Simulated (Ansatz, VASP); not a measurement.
## Two plane-wave programs on BaZrO3

```
Ba Zr O
1.0
     4.18067    0.00000    0.00000
     0.00000    4.18067    0.00000
     0.00000    0.00000    4.18067
Ba Zr O
1 1 3
Direct
  0.00000 0.00000 0.00000
  0.50000 0.50000 0.50000
  0.00000 0.50000 0.50000
  0.50000 0.00000 0.50000
  0.50000 0.50000 0.00000
```

Alike in both runs: functional PBEsol; k mesh 6 × 6 × 6; occupations gaussian, width 0.02 eV; no spin polarisation.

Ansatz relaxed the structure, and its values are those at the end. VASP's run is a single point on that final structure, the one shown.

```csv
,VASP,Ansatz
version,VASP 6.6.1,Ansatz 0.2.0
potentials or method,"VASP PAW PBE potentials, release 64 (Ba_sv, Zr_sv, O_h), cutoff 910 eV","scalar-relativistic, plane waves, PAW"
valence electrons in the cell,40,40
```

Ansatz gave:

| Quantity | Value |
| --- | --- |
| gap on the k mesh at the Fermi level (eV) | 3.17 |
| least direct gap on the mesh (eV) | 3.36 |

Task: Which values does VASP return?

Result: gap on the k mesh at the Fermi level (eV): 3.13; least direct gap on the mesh (eV): 3.34.

VASP's potentials were made for PBE, not for PBEsol.

Spin-orbit coupling is off throughout. Noted on VASP's run: the cutoff is short for stress, so the pressure is rough.
